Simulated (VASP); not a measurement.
# InAs3 (P4/mmm) in VASP: a series of runs

Runs on InAs3. Level: PBE. Tasks: relaxation of cell and atoms, single point.

Program: VASP 6.6.1. These are calculated values, not measurements. Logs are shortened: lines on timing, memory, paths and dates and some standing lists are left out, and cuts for length are marked.

## 1. The cell of the first run

Symmetry: P4/mmm, No. 123, tetragonal system. Conventional cell: a = 4.374 Å, b = 4.374 Å, c = 4.329 Å, α = 90.00°, β = 90.00°, γ = 90.00°. In (site symmetry 4/mmm) has 12 As at 3.08 to 3.09 Å within 4.0 Å. Within 4.0 Å of As (site symmetry mmm) lie 4 In at 3.08 Å and 8 As at 3.08 to 3.09 Å. As (site symmetry 4/mmm) has 8 As at 3.08 Å and 4 In at 3.09 Å within 4.0 Å.

## 2. Relaxation of cell and atoms, PBE

INCAR

```
PREC = Accurate
ENCUT = 500
EDIFF = 1E-7
ISMEAR = 0
SIGMA = 0.1
LREAL = False
LASPH = True
NELM = 120
ALGO = Normal
ISIF = 3
LWAVE = False
LCHARG = False
GGA = PE
IBRION = 2
NSW = 100
EDIFFG = -0.01
GGA_COMPAT = False
NELMIN = 4
```

KPOINTS

```
regular mesh
0
Gamma
  12 12 12
```

POSCAR

```
InAs3
1.0
    4.3737313918      0.0000000000      0.0000000000
    0.0000000000      4.3737313918      0.0000000000
    0.0000000000      0.0000000000      4.3287755377
In As
1 3
Direct
    0.0000000000      0.0000000000      0.0000000000
    0.0000000000      0.5000000000      0.5000000000
    0.5000000000      0.0000000000      0.5000000000
    0.5000000000      0.5000000000      0.0000000000
```

Potentials or basis: VASP PAW PBE potentials, release 64 (In_d, As).

Launch:

```bash
> cat potpaw_PBE.64/In_d/POTCAR potpaw_PBE.64/As/POTCAR > POTCAR
> mpirun -np 1 vasp_std > vasp.out
```

OUTCAR:

```text
PREC = Accurate
   ENCUT = 500
   EDIFF = 1E-7
   ISMEAR = 0
   LREAL = False
   LASPH = True
   NELM = 120
   ISIF = 3
   GGA = PE
   IBRION = 2
   NSW = 100
   EDIFFG = -0.01
   NELMIN = 4

 ion  position               nearest neighbor table
   1  0.000  0.000  0.000-   2 3.08   3 3.08   2 3.08   3 3.08   2 3.08   2 3.08   3 3.08   3 3.08
                             4 3.09   4 3.09   4 3.09   4 3.09
   2  0.000  0.500  0.500-   1 3.08   1 3.08   1 3.08   1 3.08
   3  0.500  0.000  0.500-   1 3.08   1 3.08   1 3.08   1 3.08
   4  0.500  0.500  0.000-   1 3.09   1 3.09   1 3.09   1 3.09

  LATTYP: Found a simple tetragonal cell.
 ALAT       =     4.3737313918
 C/A-ratio  =     0.9897213957

  Lattice vectors:

 A1 = (   4.3737313918,   0.0000000000,   0.0000000000)
 A2 = (   0.0000000000,   4.3737313918,   0.0000000000)
 A3 = (   0.0000000000,   0.0000000000,   4.3287755377)

Analysis of symmetry for initial positions (statically):
=====================================================================
 Subroutine PRICEL returns:
 Original cell was already a primitive cell.

 Routine SETGRP: Setting up the symmetry group for a
 simple tetragonal supercell.

 Subroutine GETGRP returns: Found 16 space group operations
 (whereof 16 operations were pure point group operations)
 out of a pool of 16 trial point group operations.

The static configuration has the point symmetry D_4h.

Analysis of symmetry for dynamics (positions and initial velocities):
=====================================================================
 Subroutine PRICEL returns:
 Original cell was already a primitive cell.

 Routine SETGRP: Setting up the symmetry group for a
 simple tetragonal supercell.

 Subroutine GETGRP returns: Found 16 space group operations
 (whereof 16 operations were pure point group operations)
 out of a pool of 16 trial point group operations.

The dynamic configuration has the point symmetry D_4h.

 Subroutine INISYM returns: Found 16 space group operations
 (whereof 16 operations are pure point group operations),
 and found     1 'primitive' translations

----------------------------------------------------------------------------------------

                                     Primitive cell

  volume of cell :      82.8074

[... 99 lines left out ...]
   ISYM   =      2    0-nonsym 1-usesym 2-fastsym
   POTIM  = 0.5000    time-step for ionic-motion
   TEBEG  =    0.0;   TEEND  =   0.0 temperature during run
   PSTRESS=    0.0 pullay stress
   NELECT =      28.0000    total number of electrons
   NUPDOWN=      -1.0000    fix difference up-down
   EMIN   =  10.00;   EMAX   =-10.00  energy-range for DOS
   EFERMI =   0.00;   METHOD = LEGACY
   ISMEAR =     0;   SIGMA  =   0.10  broadening in eV -4-tet -1-fermi 0-gaus
   EFERMI_NEDOS =   21; number of points for ismear=-14 and -15
   IALGO  =     38    algorithm
   IMIX   =      4    mixing-type and parameters
     AMIX     =   0.40;   BMIX     =  1.00
     AMIX_MAG =   1.60;   BMIX_MAG =  1.00
  volume/ion in A,a.u.               =      20.70       139.70
  Fermi-wavevector in a.u.,A,eV,Ry     =   1.140524  2.155278 17.698389  1.300795
  Thomas-Fermi vector in A             =   2.277226
   LORBIT       =      0    0 simple, 1 ext, 2 COOP (PROOUT), +10 PAW based schemes
   GGA     = PE    functional components
   LHFCALC =     F    Hartree Fock is set to
   AEXX    =    0.0000 exact exchange contribution
   IVDW    =     0    specifies the selected vdW correction
   LEPSILON=     F    determine dielectric tensor
   LRPA    =     F    only Hartree local field effects (RPA)
 conjugate gradient relaxation of ions
 non-spin polarized calculation
 Gauss-broadening in eV      SIGMA  =   0.10
  energy-cutoff  :      500.00
  volume of cell :       82.81
 maximum number of plane-waves:      2144
 NGX is ok and might be reduce to    32
   NGX = 15   NGY = 15   NGZ = 15

--------------------------------------- Ionic step        1  -------------------------------------------

 number of electron      27.9999993 magnetization

 Free energy of the ion-electron system (eV)
  ---------------------------------------------------
  ext. energy  EPLUGINS =         0.00000000
  ---------------------------------------------------
  free energy    TOTEN  =       -15.14353705 eV

  energy without entropy =      -15.13557290  energy(sigma->0) =      -15.13955498

------------------------ aborting loop because EDIFF is reached ----------------------------------------

  FORCE on cell =-STRESS in cart. coord.  units (eV):
  Direction    XX          YY          ZZ          XY          YZ          ZX
  --------------------------------------------------------------------------------------
  -------------------------------------------------------------------------------------
  Total        1.0197400      1.0197400      1.0000586      0.0000000     -0.0000000      0.0000000
  in kB       19.7301670     19.7301670     19.3493661      0.0000000     -0.0000000      0.0000000
  external PRESSURE =      19.6032333 kB  Pullay stress =       0.0000000 kB
[... 63 lines left out ...]
--------------------------------------- Ionic step        3  -------------------------------------------

 number of electron      27.9999995 magnetization

 Free energy of the ion-electron system (eV)
  ---------------------------------------------------
  ext. energy  EPLUGINS =         0.00000000
  ---------------------------------------------------
  free energy    TOTEN  =       -15.15709880 eV

  energy without entropy =      -15.14889064  energy(sigma->0) =      -15.15299472

 E-fermi :   6.5353     XC(G=0): -10.5229

 val. band max:        6.5271664431   @ k =   0.2500   0.1667   0.5000
 cond. band min:       6.5392336885   @ k =   0.5000   0.1667   0.2500
 fundamental gap:      0.0120672454
 Fermi energy:         6.5353206956

 k-point     1 :       0.0000    0.0000    0.0000
  band No.  band energies     occupation
      1      -8.0590      2.00000
      2      -8.0558      2.00000
      3      -8.0022      2.00000
      4      -8.0022      2.00000
      5      -8.0017      2.00000
      6      -7.2919      2.00000
[... 481 lines left out ...]
      5      -7.9923      2.00000
      6      -5.4900      2.00000
[... 10 lines left out ...]
     17       8.3244      0.00000
     18       9.0414      0.00000

 [... further k-points ...]

------------------------ aborting loop because EDIFF is reached ----------------------------------------

  FORCE on cell =-STRESS in cart. coord.  units (eV):
  Direction    XX          YY          ZZ          XY          YZ          ZX
  --------------------------------------------------------------------------------------
  -------------------------------------------------------------------------------------
  Total        0.0109913      0.0109913     -0.0129627      0.0000000      0.0000000      0.0000000
  in kB        0.2069854      0.2069854     -0.2441102      0.0000000      0.0000000      0.0000000
  external PRESSURE =       0.0566202 kB  Pullay stress =       0.0000000 kB
[... 19 lines left out ...]
  FREE ENERGIE OF THE ION-ELECTRON SYSTEM (eV)
  ---------------------------------------------------
  free  energy   TOTEN  =       -15.1570988028 eV

  energy  without entropy=      -15.1488906401  energy(sigma->0) =      -15.15299472

 reached required accuracy - stopping structural energy minimisation
```

Run time: 4.6 min. Hardware: 1 thread of AMD EPYC 9R45 (Zen 5), shared host; peak memory 0.36 GiB.

Results:

| Property | Result |
| --- | --- |
| Free energy | -15.1571 eV |
| Relaxed volume | 21.27 Å³/atom |
| Relaxed cell | a = 4.414 Å, b = 4.414 Å, c = 4.367 Å, α = 90.00°, β = 90.00°, γ = 90.00° |
| Space group after relaxing (to 0.1 Å) | Pm-3m (No. 221) |
| Energy gained by relaxing | 3.4 meV/atom |
| Ionic steps | 3 |
| Pressure after relaxing | 0.0 GPa |
| Band gap on the k mesh | zero (bands 14 and 15 overlap by 4.49 eV) |

Step by step:
| step | energy change (eV) | largest force (eV/Å) | pressure (GPa) | volume (Å³) |
| --- | --- | --- | --- | --- |
| 1 | 0.0000 | 0.0000 | 1.96 | 82.81 |
| 2 | -0.0120 | 0.0000 | -0.62 | 85.88 |
| 3 | -0.0136 | 0.0000 | 0.01 | 85.08 |

Final structure:
```
In As
1.0
     4.41361    0.00000    0.00000
     0.00000    4.41361    0.00000
     0.00000    0.00000    4.36748
In As
1 3
Direct
  0.00000 0.00000 0.00000
  0.00000 0.50000 0.50000
  0.50000 0.00000 0.50000
  0.50000 0.50000 0.00000
```

Caveat: spin-orbit coupling is left out, which moves the levels of the heavy elements.

## 3. Single point, PBE

INCAR

```
SYSTEM = InAs3
PREC = Accurate ; ENCUT = 520
EDIFF = 1E-6 ; ISMEAR = 0
SIGMA = 0.1 ; LREAL = .False.
LASPH = .True. ; NELM = 80
ALGO = Normal ; ISIF = 2
LWAVE = .False. ; LCHARG = .False.
GGA = PE ; NBANDS = 22
```

KPOINTS

```
Automatic mesh
0
Gamma
  4 4 4
  0 0 0
```

POSCAR is that of step 2.

Potentials or basis: VASP PAW PBE potentials, release 64 (In_d, As).

Launch:

```bash
> cat potpaw_PBE.64/In_d/POTCAR potpaw_PBE.64/As/POTCAR > POTCAR
> mpirun -np 1 vasp_std > vasp.out
```

It took 23 s on 1 thread of Intel Xeon 8259CL, shared host; peak memory 0.2 GiB.

The run converged. Its results:

- Free energy: -15.2360 eV
- Pressure: 2.4 GPa
- Band gap on the k mesh: zero (bands 14 and 15 overlap by 4.66 eV)

Levels at points of the mesh, in eV from the Fermi level:
```tsv
k point	band 12	band 13	band 14	band 15	band 16	band 17
(0.00, 0.00, 0.00)	-2.82	0.65	0.65	0.66	2.48	2.48
(0.50, 0.00, 0.00)	-2.09	-2.00	-0.90	-0.59	2.59	2.65
(0.50, 0.50, 0.00)	-1.63	-1.14	-0.88	-0.88	1.00	2.12
(0.00, 0.00, 0.50)	-2.06	-2.06	-0.97	-0.64	2.53	2.53
(0.50, 0.00, 0.50)	-1.73	-1.18	-0.94	-0.92	0.84	2.03
(0.50, 0.50, 0.50)	-5.34	-4.26	3.74	3.86	3.86	3.87
```

Caveat: the k points lie up to 0.36 Å⁻¹ apart, too coarse for converged energies and pressures of a metal; spin-orbit coupling is left out, which moves the levels of the heavy elements.
